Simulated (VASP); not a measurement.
Runs of VASP 6.6.1 on La. The structure is that of space group Fd-3m (No. 227), or close to it. The cells are those of the table. This isn't the form of La at room conditions, which is double hcp.

```tsv
task	cell	k mesh	cutoff (eV)	gap on the mesh (eV)	pressure (GPa)	moment (μB)
relaxation of cell and atoms	relaxed from a = 5.228 Å, angles 60.0°, 2 atoms	8 × 8 × 8	600	none	0.0	0.00
single point	a = 4.904 Å, angles 60.0°, 2 atoms	9 × 9 × 9	520	none	-3.4	0.00
single point	a = 4.722 Å, angles 60.0°, 2 atoms	13 × 13 × 13	520	none	0.0	0.00
single point	a = 4.785 Å, angles 60.0°, 2 atoms	13 × 13 × 13	520	none	(a)	0.00
```

Alike in all rows: level PBE; potentials or basis VASP PAW PBE potentials, release 64 (La); spin collinear; smearing fermi-dirac 0.05 eV.

Q: Estimate the missing entries.

A: (a) -1.6.

Caveats: spin-orbit coupling is left out, which moves the levels of the heavy elements; the cell stands under tension (at least some runs).

A k mesh can miss the band edges, and the runs leave out spin-orbit coupling on La.

A gap of «none» marks levels without a gap at the run's occupations.
